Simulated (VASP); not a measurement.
Write the native input for VASP 6.6.1 that does the following.

* Task: single point
* Functional: r2SCAN
* Potentials or basis: VASP PAW PBE potentials, release 64 (Pt, Se)
* Cutoff: 520 eV
* k mesh: 18 × 18 × 10
* Occupations: gaussian, width 0.15 eV
* Spin: no spin polarisation
* Dipole correction: no
* Further INCAR settings: ALGO = Normal; EDIFF = 1e-06; NBANDS = 18

Crystal: PtSe2.

```xyz
3
Lattice="3.7240 0.0000 0.0000 -1.8620 3.2251 0.0000 0.0000 0.0000 5.0620" Properties=species:S:1:pos:R:3 pbc="T T T"
Pt    0.0000    0.0000    0.0000
Se    0.0000    2.1501    1.2655
Se    1.8620    1.0750    3.7965
```

These files were run (other wordings do the same):

POSCAR

```
PtSe2
1.0
    3.7240006046      0.0000000000      0.0000000000
   -1.8620003023      3.2250791273      0.0000000000
    0.0000000000      0.0000000000      5.0620000000
Pt Se
1 2
Direct
    0.0000000000      0.0000000000      0.0000000000
    0.3333333333      0.6666666667      0.2500000000
    0.6666666667      0.3333333333      0.7500000000
```

INCAR.step1

```
PREC     = Accurate       # precision mode
ENCUT    = 520            # plane-wave cutoff, eV
ISMEAR   = 0              # smearing method
SIGMA    = 0.15           # smearing width, eV
LREAL    = False          # projectors in reciprocal space
LASPH    = True           # aspherical terms in the spheres
NELM     = 80             # most SCF steps
NBANDS   = 18             # bands
GGA      = PE             # functional
ALGO     = Normal         # electronic algorithm
EDIFF    = 1E-4           # SCF threshold, eV
LWAVE    = True           # write WAVECAR
LCHARG   = False          # write CHGCAR
```

INCAR.step2

```
PREC     = Accurate       # precision mode
ENCUT    = 520            # plane-wave cutoff, eV
EDIFF    = 1E-6           # SCF threshold, eV
ISMEAR   = 0              # smearing method
SIGMA    = 0.15           # smearing width, eV
LREAL    = False          # projectors in reciprocal space
LASPH    = True           # aspherical terms in the spheres
NELM     = 80             # most SCF steps
ALGO     = Normal         # electronic algorithm
ISIF     = 2              # what is computed and relaxed
LWAVE    = False          # write WAVECAR
LCHARG   = False          # write CHGCAR
METAGGA  = R2SCAN         # meta-GGA
LMIXTAU  = True         
NBANDS   = 18             # bands
ISTART   = 1
```

KPOINTS

```
regular mesh
0
Gamma
  18 18 10
```

Potentials or basis: VASP PAW PBE potentials, release 64 (Pt, Se).

Command:

```sh
$ cat potpaw_PBE.64/Pt/POTCAR potpaw_PBE.64/Se/POTCAR > POTCAR
$ cp INCAR.step1 INCAR
$ mpirun -np 1 vasp_std > vasp.out
$ cp INCAR.step2 INCAR
$ mpirun -np 1 vasp_std > vasp.out
```

It gave:

The pressure is 5.0 GPa. The largest force is 0.380 eV/Å and the band gap on the k mesh is zero (bands 11 and 12 overlap by 0.39 eV).

Caveat: the cell stands under pressure; the PAW data sets were made with another functional, which shifts forces and pressure a little; spin-orbit coupling is left out, which moves the levels of the heavy elements.

It took 17 min on 1 thread of Intel(R) Xeon(R) Platinum 8375C CPU @ 2.90GHz (Ice Lake) (shared host), peak memory 0.46 GiB.
